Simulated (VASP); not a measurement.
## ZnS: single point with PBE

Crystal: ZnS.

```
CELL_PARAMETERS angstrom
-3.84672 0.00000 0.00000
-1.92336 -3.33136 0.00000
0.00000 0.00000 13.59023
ATOMIC_POSITIONS crystal
Zn 0.00000 0.00000 0.60796
Zn 0.00000 0.00000 0.14475
Zn 0.33333 0.33333 0.83954
Zn 0.66667 0.66667 0.37633
S 0.00000 0.00000 0.78142
S 0.00000 0.00000 0.31821
S 0.33333 0.33333 0.08693
S 0.66667 0.66667 0.55014
```

This cell differs from its parent crystal: the distance across one plane changed.

```
Program                : VASP 6.6.1
Task                   : single point
Functional             : PBE
Potentials or basis    : VASP PAW PBE potentials, release 64 (Zn, S)
Cutoff                 : 520 eV
k mesh                 : 8 × 8 × 2
Occupations            : gaussian, width 0.05 eV
Spin                   : no spin polarisation
Dipole correction      : no
Further INCAR settings : ALGO = Normal; EDIFF = 1e-07; NBANDS = 46
```

```json
{"Pressure": "-1.2 GPa", "Largest force": "0.845 eV/Å", "Band gap on the k mesh": "0.36 eV"}
```

Forces in eV/Å, atoms in the order of the input:
```
Zn   0.000  0.000 -0.448
Zn   0.000  0.000 -0.538
Zn   0.000  0.000  0.388
Zn   0.000  0.000 -0.460
S    0.000  0.000  0.845
S    0.000  0.000  0.466
S    0.000  0.000 -0.707
S    0.000  0.000  0.455
```

Stress tensor (GPa, compression positive):
```
-0.68  0.00  0.00
 0.00 -0.68  0.00
 0.00  0.00 -2.19
```

Levels at points of the mesh, in eV from the valence-band top:
```csv
k point,band 34,band 35,band 36,band 37,band 38,band 39
"(0.00, 0.00, 0.00)",-0.72,0.00,0.00,0.36,1.90,2.51
"(0.50, 0.00, 0.00)",-1.99,-1.09,-1.05,1.32,2.36,2.65
"(0.00, 0.00, 0.50)",-0.91,0.00,0.00,0.85,1.92,2.37
"(0.50, 0.00, 0.50)",-1.99,-1.20,-1.06,1.50,2.47,2.71
```

Run time: 4 min on 1 thread of Intel(R) Xeon(R) Platinum 8488C (Sapphire Rapids), with other jobs on the host, peak memory 0.35 GiB.

Caveat: the cell differs from its parent crystal (the distance across one plane changed). A k mesh can miss the band edges.
